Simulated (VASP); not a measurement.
# Pt (P-1) in VASP: further runs, part 2 of 2

VASP 6.6.1.

### 4 Single point, PBEsol

This run uses another cell than the first one, of 14.68 Å³/atom, 1.005 times its volume.

INCAR

```
SYSTEM = Pt
PREC = Accurate
ENCUT = 520
EDIFF = 1E-6
ISMEAR = 1
SIGMA = 0.15
LREAL = .False.
LASPH = .True.
NELM = 80
ALGO = Normal
ISIF = 2
LWAVE = .False.
LCHARG = .True.
GGA = PS
LELF = .True.
LVHAR = .True.
NBANDS = 11
```

KPOINTS

```
Automatic mesh
0
Gamma
  9 9 9
  0 0 0
```

POSCAR

```
Pt
1.0
   -1.4999215687      1.5487426670      1.5287895222
    1.5228095887     -1.5559846969      1.5589095555
    1.5200850629      1.5761481912     -1.5360315521
Pt
1
Direct
    0.0000000000      0.0000000000      0.0000000000
```

Potentials or basis: VASP PAW PBE potentials, release 64 (Pt).

Launch:

```
cat potpaw_PBE.64/Pt/POTCAR > POTCAR
mpirun -np 1 vasp_std > vasp.out
```

OUTCAR:

```text
SYSTEM = Pt
   PREC = Accurate
   ENCUT = 520
   EDIFF = 1E-6
   ISMEAR = 1
   LREAL = .False.
   LASPH = .True.
   NELM = 80
   ISIF = 2
   GGA = PS

 ion  position               nearest neighbor table
   1  0.000  0.000  0.000-

  LATTYP: Found a triclinic cell.
 ALAT       =     6.8437873028
 B/A-ratio  =     0.6287201384
 C/A-ratio  =     0.3934319649
 COS(alpha) =     0.0045571669
 COS(beta)  =     0.2641636619
 COS(gamma) =     0.9477380367

  Lattice vectors:

 A1 = (   2.9971186116,   0.0346475541,  -6.1525201520)
 A2 = (   3.0200066316,   0.0274055242,  -3.0648210743)
 A3 = (  -1.5429730829,  -1.5689061613,  -1.5516675256)

Analysis of symmetry for initial positions (statically):
=====================================================================
 Subroutine PRICEL returns:
 Original cell was already a primitive cell.

 Routine SETGRP: Setting up the symmetry group for a
 triclinic supercell.

 Subroutine GETGRP returns: Found  2 space group operations
 (whereof  2 operations were pure point group operations)
 out of a pool of  2 trial point group operations.

The static configuration has the point symmetry S_2 .

Analysis of symmetry for dynamics (positions and initial velocities):
=====================================================================
 Subroutine PRICEL returns:
 Original cell was already a primitive cell.

 Routine SETGRP: Setting up the symmetry group for a
 triclinic supercell.

 Subroutine GETGRP returns: Found  2 space group operations
 (whereof  2 operations were pure point group operations)
 out of a pool of  2 trial point group operations.

The dynamic configuration has the point symmetry S_2 .

 Subroutine INISYM returns: Found  2 space group operations
 (whereof  2 operations are pure point group operations),
 and found     1 'primitive' translations

[... 111 lines left out ...]
     AMIX     =   0.40;   BMIX     =  1.00
     AMIX_MAG =   1.60;   BMIX_MAG =  1.00
  volume/ion in A,a.u.               =      14.68        99.06
  Fermi-wavevector in a.u.,A,eV,Ry     =   1.440504  2.722157 28.232775  2.075050
  Thomas-Fermi vector in A             =   2.559240
   LORBIT       =      0    0 simple, 1 ext, 2 COOP (PROOUT), +10 PAW based schemes
   GGA     = PS    functional components
   LHFCALC =     F    Hartree Fock is set to
   AEXX    =    0.0000 exact exchange contribution
   IVDW    =     0    specifies the selected vdW correction
   LEPSILON=     F    determine dielectric tensor
   LRPA    =     F    only Hartree local field effects (RPA)
 non-spin polarized calculation
 Methfessel and Paxton  Order N= 1 SIGMA  =   0.15
  energy-cutoff  :      520.00
  volume of cell :       14.68
 maximum number of plane-waves:       408
   NGX =  9   NGY =  9   NGZ =  9

 number of electron      10.0000001 magnetization

 Free energy of the ion-electron system (eV)
  ---------------------------------------------------
  ext. energy  EPLUGINS =         0.00000000
  ---------------------------------------------------
  free energy    TOTEN  =        -6.85379275 eV

  energy without entropy =       -6.85252502  energy(sigma->0) =       -6.85337017

 E-fermi :  11.2422     XC(G=0): -13.7831

 val. band max:       11.2417431479   @ k =  -0.3333   0.3333   0.1111
 cond. band min:      11.2437058380   @ k =  -0.3333  -0.3333   0.4444
 fundamental gap:      0.0019626901
 Fermi energy:        11.2421755712

 k-point     1 :       0.0000    0.0000    0.0000
  band No.  band energies     occupation
      1       1.0321      2.00000
      2       7.2485      2.00000
      3       7.5391      2.00000
      4       7.6201      2.00000
      5      10.1017      2.00000
      6      10.4211      2.00000
      7      28.1272      0.00000
      8      28.3843      0.00000
      9      28.7901      0.00000
     10      39.2250      0.00000
     11      39.5414      0.00000
[... 309 lines left out ...]
 k-point    24 :       0.0000    0.3333    0.0000
  band No.  band energies     occupation
      1       3.9581      2.00000
      2       6.0463      2.00000
      3       8.2956      2.00000
      4      10.1907      2.00000
      5      10.5581      2.00000
      6      10.8961      2.00525
      7      23.0667      0.00000
      8      26.1087      0.00000
      9      30.7774      0.00000
     10      34.2634      0.00000
     11      35.5042      0.00000

 [... further k-points ...]
[... 5 lines left out ...]
  --------------------------------------------------------------------------------------
  -------------------------------------------------------------------------------------
  Total        0.5875298      1.1331241      0.9665269     -0.2844976      0.1194359     -0.3088086
  in kB       64.1296628    123.6820174    105.4977122    -31.0532951     13.0365863    -33.7068734
  external PRESSURE =      97.7697975 kB  Pullay stress =       0.0000000 kB

 VOLUME and BASIS-vectors are now :
 -----------------------------------------------------------------------------
  energy-cutoff  :      520.00
  volume of cell :       14.68
      direct lattice vectors                 reciprocal lattice vectors
    -1.499921569  1.548742667  1.528789522    -0.004566605  0.320793034  0.324652010
     1.522809589 -1.555984697  1.558909556     0.326226679 -0.001360035  0.321444365
     1.520085063  1.576148191 -1.536031552     0.326540499  0.317900278 -0.001674911

 POSITION                                       TOTAL-FORCE (eV/Angst)
 -----------------------------------------------------------------------------------
      0.00000      0.00000      0.00000        -0.000000      0.000000     -0.000000
 -----------------------------------------------------------------------------------
    total drift:                                0.000000     -0.000000      0.000000

  FREE ENERGIE OF THE ION-ELECTRON SYSTEM (eV)
  ---------------------------------------------------
  free  energy   TOTEN  =        -6.8537927474 eV

  energy  without entropy=       -6.8525250235  energy(sigma->0) =       -6.85337017
```

OSZICAR:

```text
N       E                     dE             d eps       ncg     rms          rms(c)
DAV:   1     0.389439980523E+02    0.38944E+02   -0.54441E+03  8254   0.854E+02
DAV:   2    -0.669666166837E+01   -0.45641E+02   -0.43816E+02  9263   0.179E+02
DAV:   3    -0.727839017587E+01   -0.58173E+00   -0.57948E+00  9434   0.191E+01
DAV:   4    -0.728056783414E+01   -0.21777E-02   -0.21775E-02  9323   0.137E+00
DAV:   5    -0.728058427426E+01   -0.16440E-04   -0.16441E-04  9519   0.110E-01    0.139E+01
DAV:   6    -0.690705896786E+01    0.37353E+00   -0.77453E-01  8573   0.704E+00    0.715E+00
DAV:   7    -0.685814068453E+01    0.48918E-01   -0.16632E-01  9284   0.317E+00    0.243E+00
DAV:   8    -0.685404539584E+01    0.40953E-02   -0.66255E-03  8693   0.756E-01    0.625E-01
DAV:   9    -0.685378828325E+01    0.25711E-03   -0.14838E-04  9320   0.116E-01    0.125E-02
DAV:  10    -0.685379255709E+01   -0.42738E-05   -0.26403E-06  9307   0.115E-02    0.326E-03
DAV:  11    -0.685379274742E+01   -0.19033E-06   -0.51214E-08  5224   0.214E-03
   1 F= -.68537927E+01 E0= -.68533702E+01  d E =-.126772E-02
```

Wall time 29 s (1 thread of Intel Xeon Platinum 8488C (Sapphire Rapids), shared host); peak memory 0.17 GiB.

What came out:

```yaml
Free_energy: -6.8538 eV
Pressure: 9.8 GPa
Band_gap_on_the_k_mesh: zero (band 5 reaches 12.37 eV, above the bottom of band 6 at 10.21 eV)
```

Caveat: the PAW data sets were made with another functional, which shifts forces and pressure a little; spin-orbit coupling is left out, which moves the levels of the heavy elements.

### 5 Summary

| cell | gap on the mesh (eV) | pressure (GPa) |
| --- | --- | --- |
| a = 2.639, b = 2.673, c = 2.670 Å, angles 110.7, 108.0, 109.1°, 1 atom | none | 11.5 |
| a = 2.634, b = 2.669, c = 2.666 Å, angles 110.7, 108.0, 109.1°, 1 atom | none | 13.2 |
| a = 2.643, b = 2.678, c = 2.675 Å, angles 110.7, 108.0, 109.1°, 1 atom | none | 9.8 |

Alike in all rows: task single point; level PBEsol; potentials or basis VASP PAW PBE potentials, release 64 (Pt); no spin polarisation; k mesh 9 × 9 × 9; cutoff (eV) 520; smearing methfessel-paxton 0.15 eV.

Caveats: the PAW data sets were made with another functional, which shifts forces and pressure a little; spin-orbit coupling is left out, which moves the levels of the heavy elements.

Absolute energies hang on the potentials; compare differences alone.
